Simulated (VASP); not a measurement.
A run of VASP 6.6.1 is set up as follows.

File INCAR:

```
ALGO     = Normal         # electronic algorithm
EDIFF    = 1E-6           # SCF threshold, eV
ENCUT    = 520            # plane-wave cutoff, eV
ISIF     = 2              # what is computed and relaxed
ISMEAR   = -1             # smearing method
LASPH    = True           # aspherical terms in the spheres
LCHARG   = False          # write CHGCAR
LREAL    = False          # projectors in reciprocal space
LWAVE    = False          # write WAVECAR
NBANDS   = 12             # bands
NELM     = 80             # most SCF steps
PREC     = Accurate       # precision mode
SIGMA    = 0.05           # smearing width, eV
```

KPOINTS

```
k-points
0
Gamma
  6 6 6
```

The input POSCAR:

```
Sb
1.0
    0.0000000000      3.2157608753      3.2157608753
    3.2157608753      0.0000000000      3.2157608753
    3.2157608753      3.2157608753      0.0000000000
Sb
2
Direct
    0.0000000000      0.0000000000      0.0000000000
    0.2500000000      0.2500000000      0.2500000000
```

Potentials or basis: VASP PAW LDA potentials, release 64 (Sb).

Command:

```console
$ cat potpaw_LDA.64/Sb/POTCAR > POTCAR
$ mpirun -np 1 vasp_std > vasp.out
```

Task: Predict the band gap on the k mesh.

Result: Zero (band 5 reaches 6.68 eV, above the bottom of band 6 at 5.41 eV).

Task: What does it give for the pressure?

Result: 10.4 GPa.

Caveat: spin-orbit coupling is left out, which moves the levels of the heavy elements.
